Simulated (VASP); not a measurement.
Write the native input for VASP 6.6.1 that does the following.

```
Task                   : single point
Functional             : PBEsol
Potentials or basis    : VASP PAW PBE potentials, release 64 (W_sv, Se)
Cutoff                 : 520 eV
k mesh                 : 12 × 12 × 2
Occupations            : gaussian, width 0.02 eV
Spin                   : no spin polarisation
Dipole correction      : no
Further INCAR settings : ALGO = Normal; EDIFF = 1e-06; NBANDS = 35
```

The structure of WSe2 lies in POSCAR:

```
WSe2
1.0
    3.3365177760      0.0000000000      0.0000000000
   -1.6682588880      2.8895091542      0.0000000000
    0.0000000000      0.0000000000     13.1126478229
W Se
2 4
Direct
    0.6666666667      0.3333333333      0.7500000000
    0.3333333333      0.6666666667      0.2500000000
    0.3333333333      0.6666666667      0.8758074924
    0.6666666667      0.3333333333      0.3758074924
    0.3333333333      0.6666666667      0.6241925076
    0.6666666667      0.3333333333      0.1241925076
```

This cell differs from its parent crystal: biaxial strain in the a-b plane: +2.0 %, then relaxed in part.

One way to write it, as run:

INCAR

```
SYSTEM = WSe2
PREC = Accurate
ENCUT = 520
EDIFF = 1E-6
ISMEAR = 0
SIGMA = 0.02
LREAL = .FALSE.
LASPH = .TRUE.
NELM = 100
ALGO = Normal
ISIF = 2
LWAVE = .FALSE.
LCHARG = .FALSE.
GGA = PS
NBANDS = 35
```

KPOINTS

```
regular mesh
0
G
  12 12 2
  0 0 0
```

Potentials or basis: VASP PAW PBE potentials, release 64 (W_sv, Se).

The run is started by

```sh
$ cat potpaw_PBE.64/W_sv/POTCAR potpaw_PBE.64/Se/POTCAR > POTCAR
$ mpirun -np 1 vasp_std > vasp.out
```

Results of the run:

```
Pressure               : -2.5 GPa
Largest force          : 0.059 eV/Å
Band gap on the k mesh : 0.99 eV, indirect (least direct gap 1.35 eV)
```

Caveat: the cell differs from its parent crystal (biaxial strain in the a-b plane: +2.0 %, then relaxed in part); the PAW data sets were made with another functional, which shifts forces and pressure a little; spin-orbit coupling is left out, which moves the levels of the heavy elements; this functional lacks dispersion, which binds the layers, so the pressure and a relaxed spacing across them are unreliable.

Run time: 3.1 min on 1 thread of Intel Xeon 6975P-C (shared host), peak memory 0.34 GiB.
